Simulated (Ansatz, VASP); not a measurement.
One calculation of MgSi, two programs

```
CELL_PARAMETERS angstrom
5.70384 0.00000 0.00000
0.00000 3.58671 0.00000
0.00000 0.00000 7.47272
ATOMIC_POSITIONS crystal
Si 0.37013 0.75000 0.03861
Si 0.12987 0.25000 0.53861
Si 0.87013 0.75000 0.46139
Si 0.62987 0.25000 0.96139
Mg 0.02018 0.25000 0.18096
Mg 0.47982 0.75000 0.68096
Mg 0.52018 0.25000 0.31904
Mg 0.97982 0.75000 0.81904
```

Alike in both runs: functional PBEsol; k mesh 6 × 10 × 6; occupations gaussian, width 0.1 eV; no spin polarisation.

Ansatz relaxed the structure, and its values are those at the end. VASP's run is a single point on that final structure, the one shown.

|  | VASP | Ansatz |
| --- | --- | --- |
| version | VASP 6.6.1 | Ansatz 0.2.0 |
| potentials or method | VASP PAW PBE potentials, release 64 (Si, Mg), cutoff 520 eV | scalar-relativistic, plane waves, PAW |
| valence electrons in the cell | 24 | 56 |

Ansatz gave:

```
gap on the k mesh at the Fermi level (eV) : none
pressure (GPa)                            : 0.0
rms of the force components (eV/Å)        : 0.002
```

Problem. Which values does VASP return?

Solution. gap on the k mesh at the Fermi level (eV): none; pressure (GPa): 0.0; rms of the force components (eV/Å): 0.005.

VASP's potentials were made for PBE, not for PBEsol. A gap of «none» marks a metal or a gap that the smearing closes. VASP's potentials hold 24 valence electrons a cell and Ansatz's 56, so a difference there can come from the potentials and not from the codes.
